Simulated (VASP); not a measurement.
SiC: single point with PBE

SiC:

```
Si C
1.0
     3.09499    0.00000    0.00000
    -1.54750    2.68034    0.00000
     0.00000    0.00000   15.18641
Si C
6 6
Direct
  0.00000 0.00000 0.99996
  0.33333 0.66667 0.16669
  0.66667 0.33333 0.33318
  0.00000 0.00000 0.49996
  0.66667 0.33333 0.66669
  0.33333 0.66667 0.83318
  0.00000 0.00000 0.12531
  0.33333 0.66667 0.29168
  0.66667 0.33333 0.45817
  0.00000 0.00000 0.62531
  0.66667 0.33333 0.79168
  0.33333 0.66667 0.95817
```

- Program: VASP 6.6.1
- Task: single point
- Functional: PBE
- Potentials or basis: VASP PAW PBE potentials, release 64 (Si, C)
- Cutoff: 520 eV
- k mesh: 12 × 12 × 2
- Occupations: gaussian, width 0.01 eV
- Spin: no spin polarisation

* Pressure: 0.0 GPa
* Band gap on the k mesh: 2.03 eV (least direct gap 3.12 eV)

Levels at points of the mesh, in eV from the valence-band top:
| k point | band 20 | band 21 | band 22 | band 23 | band 24 | band 25 | band 26 | band 27 | band 28 | band 29 |
| --- | --- | --- | --- | --- | --- | --- | --- | --- | --- | --- |
| (0.00, 0.00, 0.00) | -0.30 | -0.30 | -0.04 | 0.00 | 0.00 | 5.05 | 5.22 | 5.63 | 6.14 | 6.14 |
| (0.50, 0.00, 0.00) | -2.24 | -1.80 | -1.77 | -1.65 | -1.10 | 2.03 | 2.21 | 3.19 | 3.87 | 4.55 |
| (0.00, 0.00, 0.50) | -0.63 | -0.10 | -0.10 | -0.10 | -0.10 | 5.12 | 5.12 | 5.86 | 5.86 | 6.50 |
| (0.50, 0.00, 0.50) | -2.33 | -1.70 | -1.70 | -1.30 | -1.30 | 2.07 | 2.07 | 3.41 | 3.41 | 4.75 |

Wall time 3.8 min on 1 thread of Intel(R) Xeon(R) Platinum 8259CL CPU @ 2.50GHz (Skylake/Cascade Lake), with other jobs on the host, peak memory 0.3 GiB.

A k mesh can miss the band edges.
